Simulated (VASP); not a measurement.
Si62B (a cell with a defect), 63 atoms in the cell. The cell holds a defect, 63 atoms: a = 10.860 Å, b = 10.860 Å, c = 10.860 Å, α = 90.00°, β = 90.00°, γ = 90.00°. 

* Program: VASP 6.6.1
* Task: single point
* Functional: PBE
* Potentials or basis: VASP PAW PBE potentials, release 64 (Si, B)
* Cutoff: 520 eV
* k mesh: 1 × 1 × 1
* Occupations: gaussian, width 0.02 eV
* Spin: collinear spin
* Dipole correction: no
* Charge: 2
* Further INCAR settings: LREAL = Auto; ALGO = Normal; EDIFF = 1e-07; NBANDS = 166; NELECT = 249.0

Potentials or basis: VASP PAW PBE potentials, release 64 (Si, B).

Command:

```console
$ cat potpaw_PBE.64/Si/POTCAR potpaw_PBE.64/B/POTCAR > POTCAR
$ mpirun -np 1 vasp_gam > vasp.out
```

Hardware: 1 thread of AMD EPYC 7R13 Processor (Zen 3), on a shared host.

Problem. How long does it take, and how much memory?

Solution. Wall time 16 min on 1 thread of AMD EPYC 7R13 Processor (Zen 3) (shared host), peak memory 1.5 GiB. Counts: scf iterations 18, k points 1.
